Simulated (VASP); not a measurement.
SiRu6: single point with PBE

System: SiRu6, a slab with vacuum.

```
CELL_PARAMETERS angstrom
2.71980 0.00000 0.00000
0.00000 4.29666 0.00000
0.00000 0.00000 20.83834
ATOMIC_POSITIONS crystal
Ru 0.00000 0.75000 0.19195
Ru 0.50000 0.25000 0.22963
Ru 0.50000 0.75000 0.30499
Ru 0.00000 0.25000 0.34074
Ru 0.00000 0.75000 0.41686
Ru 0.50000 0.25000 0.44813
Si 0.66667 0.25000 0.55407
```

```yaml
Program: VASP 6.6.1
Task: single point
Functional: PBE
Potentials_or_basis: VASP PAW PBE potentials, release 64 (Ru_pv, Si)
Cutoff: 520 eV
k_mesh: 10 × 6 × 1
Occupations: gaussian, width 0.1 eV
Spin: no spin polarisation
Dipole_correction: yes
Further_INCAR_settings: ALGO = Normal; EDIFF = 1e-07; NBANDS = 53
```

```json
{
  "Largest force": "0.952 eV/Å",
  "Band gap on the k mesh": "zero (bands 44 and 45 overlap by 1.11 eV)"
}
```

Forces on the atoms (eV/Å):
```
Ru   0.031  0.000  0.849
Ru  -0.001  0.000 -0.474
Ru  -0.029  0.000  0.060
Ru  -0.179  0.000 -0.935
Ru   0.012  0.000 -0.282
Ru  -0.344  0.000  0.764
Si   0.511  0.000  0.018
```

Levels at points of the mesh, in eV from the Fermi level:
| k point | band 42 | band 43 | band 44 | band 45 | band 46 | band 47 |
| --- | --- | --- | --- | --- | --- | --- |
| (0.00, 0.00, 0.00) | -1.32 | -1.16 | -0.60 | -0.56 | -0.44 | -0.04 |
| (0.50, 0.00, 0.00) | -0.02 | 0.15 | 0.16 | 0.75 | 0.95 | 1.37 |
| (0.00, 0.50, 0.00) | -0.89 | -0.75 | -0.14 | 0.25 | 0.36 | 0.46 |
| (0.50, 0.50, 0.00) | 0.11 | 0.40 | 0.47 | 1.02 | 1.05 | 1.25 |

It took 15 min on 1 thread of Intel Xeon 8259CL (shared host), peak memory 0.45 GiB.
